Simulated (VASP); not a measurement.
Here is a VASP 6.6.1 calculation.

File INCAR:

```
SYSTEM = Os
PREC = Accurate
ENCUT = 520
EDIFF = 1E-6
ISMEAR = -1
SIGMA = 0.1
LREAL = .FALSE.
LASPH = .TRUE.
NELM = 100
ALGO = Normal
ISIF = 2
LWAVE = .FALSE.
LCHARG = .FALSE.
GGA = B5
ALDAX = 1.0
AGGAX = 1.0
AGGAC = 1.0
ALDAC = 0.0
NBANDS = 15
```

The input KPOINTS:

```
regular mesh
0
G
  21 21 12
  0 0 0
```

POSCAR

```
Os
1.0
    2.7979514778      0.0000000000      0.0000000000
   -1.3989757389      2.4230970584      0.0000000000
    0.0000000000      0.0000000000      4.3983000374
Os
2
Direct
    0.3333333333      0.6666666667      0.2500000000
    0.6666666667      0.3333333333      0.7500000000
```

Potentials or basis: VASP PAW PBE potentials, release 64 (Os).

Command:

```bash
$ cat potpaw_PBE.64/Os/POTCAR > POTCAR
$ mpirun -np 1 vasp_std > vasp.out
```

Problem. Predict the band gap on the k mesh.

Solution. Zero (bands 8 and 9 overlap by 3.51 eV).

Problem. What does it give for the pressure?

Solution. 2.6 GPa.

Stress tensor (GPa, compression positive):
```
2.32 0.00 0.00
0.00 2.32 0.00
0.00 0.00 3.27
```

Caveat: the PAW data sets were made with another functional, which shifts forces and pressure a little; spin-orbit coupling is left out, which moves the levels of the heavy elements.
